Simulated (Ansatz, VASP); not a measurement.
# C in VASP and in Ansatz

INCAR

```
SYSTEM = C
  ALGO = Normal
  EDIFF = 1E-7
  ENCUT = 520
  GGA = PE
  ISIF = 2
  ISMEAR = 0
  LASPH = .TRUE.
  LCHARG = .TRUE.
  LELF = .TRUE.
  LREAL = .FALSE.
  LVHAR = .TRUE.
  LWAVE = .FALSE.
  NBANDS = 36
  NELM = 80
  PREC = Accurate
  SIGMA = 0.15
```

File KPOINTS:

```
k-points
0
G
  18 18 2
  0 0 0
```

File POSCAR:

```
C
1.0
    2.4074891903      0.0000000000      0.0000000000
   -1.2037445952      2.0849467981      0.0000000000
    0.0000000000      0.0000000000     31.1840639849
C
12
Direct
    0.6666666667      0.3333333333      0.9805841193
    0.6666666667      0.3333333333      0.4779094116
    0.6666666667      0.3333333333      0.7534239184
    0.6666666667      0.3333333333      0.2507492107
    0.0000000000      0.0000000000      0.6156666650
    0.3333333333      0.6666666667      0.2534239184
    0.0000000000      0.0000000000      0.1156666650
    0.6666666667      0.3333333333      0.6156666650
    0.3333333333      0.6666666667      0.7507492107
    0.3333333333      0.6666666667      0.1156666650
    0.3333333333      0.6666666667      0.4805841193
    0.3333333333      0.6666666667      0.9779094116
```

Input for Ansatz:

```yaml
crystal:
  lattice:
    - [2.4074891903, 0.0, 0.0]
    - [-1.2037445952, 2.0849467981, 0.0]
    - [0.0, 0.0, 31.1840639849]
  atoms:
    - { symbol: C, position: [0.6666666667, 0.3333333333, 0.9805841193] }
    - { symbol: C, position: [0.6666666667, 0.3333333333, 0.4779094116] }
    - { symbol: C, position: [0.6666666667, 0.3333333333, 0.7534239184] }
    - { symbol: C, position: [0.6666666667, 0.3333333333, 0.2507492107] }
    - { symbol: C, position: [0.0, 0.0, 0.615666665] }
    - { symbol: C, position: [0.3333333333, 0.6666666667, 0.2534239184] }
    - { symbol: C, position: [0.0, 0.0, 0.115666665] }
    - { symbol: C, position: [0.6666666667, 0.3333333333, 0.615666665] }
    - { symbol: C, position: [0.3333333333, 0.6666666667, 0.7507492107] }
    - { symbol: C, position: [0.3333333333, 0.6666666667, 0.115666665] }
    - { symbol: C, position: [0.3333333333, 0.6666666667, 0.4805841193] }
    - { symbol: C, position: [0.3333333333, 0.6666666667, 0.9779094116] }
basis:
  ecutwfc: 520.0
kpoints:
  mp_grid: { grid: [18, 18, 2] }
hamiltonian:
  xc: pbe
  pseudopotentials: { kind: paw, azcp: { folder: soft_1 } }
scf:
  occupations: { method: gaussian, width: 0.15 }
output:
  forces: true
  stress: true
  eigenvalues: true
  write_density: true
  write_potential: true
  elf: true
  volumetric_format: npy
```

Alike in both runs: task single point; functional PBE; k mesh 18 × 18 × 2; occupations gaussian, width 0.15 eV; no spin polarisation.

|  | VASP | Ansatz |
| --- | --- | --- |
| version | VASP 6.6.1 | Ansatz 0.2.0 |
| potentials or method | VASP PAW PBE potentials, release 64 (C), cutoff 520 eV | scalar-relativistic, plane waves, PAW |
| valence electrons in the cell | 48 | 48 |

```csv
,VASP,Ansatz,Ansatz less VASP
gap on the k mesh at the Fermi level (eV),none,none,-
rms of the force components (eV/Å),0.648,0.650,+0.0021
```

Atom by atom the forces differ by 0.002 eV/Å (rms over components). A gap of «none» marks a metal or a gap that the smearing closes. Ansatz's warnings: xc potential rough in thin density.
